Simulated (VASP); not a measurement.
Wanted: the native input for a VASP 6.6.1 run.

```yaml
Task: single point
Functional: PBE
Potentials_or_basis: VASP PAW PBE potentials, release 64 (Mg, O)
Cutoff: 520 eV
k_mesh: 14 × 14 × 14
Occupations: fermi-dirac, width 0.05 eV
Spin: no spin polarisation
Dipole_correction: no
Further_INCAR_settings: ALGO = Normal; EDIFF = 1e-06; NBANDS = 11
```

The structure of MgO (CsCl type) lies in POSCAR:

```
MgO
1.0
    2.5207730683      0.0000000000      0.0000000000
    0.0000000000      2.5207730683      0.0000000000
    0.0000000000      0.0000000000      2.5207730683
Mg O
1 1
Direct
    0.0000000000      0.0000000000      0.0000000000
    0.5000000000      0.5000000000      0.5000000000
```

These files were run (other wordings do the same):

INCAR

```
SYSTEM = MgO
  PREC = Accurate
  ENCUT = 520
  EDIFF = 1E-6
  ISMEAR = -1
  SIGMA = 0.05
  LREAL = .FALSE.
  LASPH = .TRUE.
  NELM = 80
  ALGO = Normal
  ISIF = 2
  LWAVE = .FALSE.
  LCHARG = .FALSE.
  GGA = PE
  NBANDS = 11
```

KPOINTS

```
Automatic mesh
0
G
  14 14 14
  0 0 0
```

Potentials or basis: VASP PAW PBE potentials, release 64 (Mg, O).

The run is started by

```sh
$ cat potpaw_PBE.64/Mg/POTCAR potpaw_PBE.64/O/POTCAR > POTCAR
$ mpirun -np 1 vasp_std > vasp.out
```

It gave:

```json
{
  "Pressure": "30.3 GPa",
  "Band gap on the k mesh": "3.84 eV, indirect (least direct gap 5.00 eV)"
}
```

It took 7.1 s on 1 thread of Intel(R) Xeon(R) 6975P-C (Granite Rapids), on a shared host, peak memory 0.13 GiB.
